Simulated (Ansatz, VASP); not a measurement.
## One calculation of HPt6, two programs

```
Pt H
1.0
     5.61433    0.00000    0.00000
    -2.80716    4.86215    0.00000
     0.00000    0.00000   22.61927
Pt H
12 2
Cartesian
  1.4036 0.8104 4.0000
  0.0000 3.2414 4.0000
  4.2107 0.8104 4.0000
  2.8072 3.2414 4.0000
  0.0000 1.6207 6.3097
  -1.4036 4.0518 6.3097
  2.8072 1.6207 6.3097
  1.4036 4.0518 6.3097
  0.0000 0.0000 8.6193
  -1.4036 2.4311 8.6193
  2.8072 0.0000 8.6193
  1.4036 2.4311 8.6193
  0.0000 2.0561 9.3893
  0.0000 2.8061 9.3893
```

Alike in both runs: task single point; functional PBE; k mesh 6 × 6 × 1; occupations gaussian, width 0.1 eV; no spin polarisation.

|  | VASP | Ansatz |
| --- | --- | --- |
| version | VASP 6.6.1 | Ansatz 0.2.0 |
| potentials or method | VASP PAW PBE potentials, release 64 (Pt, H), cutoff 520 eV | scalar-relativistic, plane waves, PAW |
| valence electrons in the cell | 122 | 218 |

```csv
,VASP,Ansatz,Ansatz less VASP
gap on the k mesh at the Fermi level (eV),none,none,-
rms of the force components (eV/Å),1.705,1.682,-0.0234
```

Atom by atom the forces differ by 0.033 eV/Å (rms over components). A gap of «none» marks a metal or a gap that the smearing closes. VASP's potentials hold 122 valence electrons a cell and Ansatz's 218, so a difference there can come from the potentials and not from the codes.

Neither program's run includes spin-orbit coupling.
